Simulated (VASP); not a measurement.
Crystal: PC2.

```xyz
6
Lattice="2.1500 -4.2000 0.0000 2.1500 4.2000 0.0000 -0.4445 0.0000 5.0806" Properties=species:S:1:pos:R:3 pbc="T T T"
P     3.3362    0.0000    4.1356
P     0.5193    0.0000    0.9450
C     2.4283    1.4784    4.9282
C     1.4272   -1.4784    0.1524
C     1.4272    1.4784    0.1524
C     2.4283   -1.4784    4.9282
```

```yaml
Program: VASP 6.6.1
Task: relaxation of cell and atoms
Functional: PBE
Potentials_or_basis: VASP PAW PBE potentials, release 64 (P, C_h)
Cutoff: 1300 eV
k_mesh: 4 × 4 × 3
Occupations: gaussian, width 0.2 eV
Spin: no spin polarisation
```

At the start: pressure -6.7 GPa; volume 15.29 Å³/atom.

**Question.** Where does the relaxation end?

**Answer.** Over 19 steps the energy falls by 219.3 meV/atom and the volume is 15.66 Å³/atom (+2.4 %); space group C2/m (No. 12, to 0.1 Å) before and after.

Step by step:
```csv
step,energy change (eV),largest force (eV/Å),pressure (GPa),volume (Å³)
1,0.0000,2.3053,-6.66,91.76
2,0.3309,7.5522,25.43,83.22
3,-0.7011,1.4522,4.99,87.76
4,-0.7033,1.4210,5.74,87.56
5,-1.0565,1.7087,1.39,90.65
6,-1.0841,1.2498,2.03,90.04
7,-1.1083,1.2877,-1.40,93.74
8,-1.1808,0.4830,-0.04,92.00
9,-1.2660,0.4579,0.10,93.05
10,-1.2700,0.6053,0.16,93.34
11,-1.2928,0.3987,-0.89,94.00
12,-1.2952,0.2504,-0.68,93.84
13,-1.3070,0.3016,0.33,93.41
14,-1.3072,0.2616,0.20,93.46
15,-1.3123,0.1493,0.47,93.48
16,-1.3125,0.1225,0.43,93.48
17,-1.3144,0.1204,-0.32,93.91
18,-1.3144,0.1212,-0.41,93.96
19,-1.3161,0.0349,-0.29,93.93
```

Final structure:
```
P C
1.0
     2.32391   -4.09865    0.06122
     2.32391    4.09865    0.06122
    -0.32923    0.00000    4.92225
P C
2 4
Cartesian
  3.5298 0.0000 4.2977
  0.7888 0.0000 0.7470
  2.7099 1.5029 4.9267
  1.6087 -1.5029 0.1179
  1.6087 1.5029 0.1179
  2.7099 -1.5029 4.9267
```

Caveat: the k points lie up to 0.42 Å⁻¹ apart in the final cell; this functional lacks dispersion, which binds layers or chains, so the pressure and a relaxed spacing across them are unreliable; the relaxation stopped at a loose force limit of 0.08 eV/Å, so its end isn't a converged minimum.
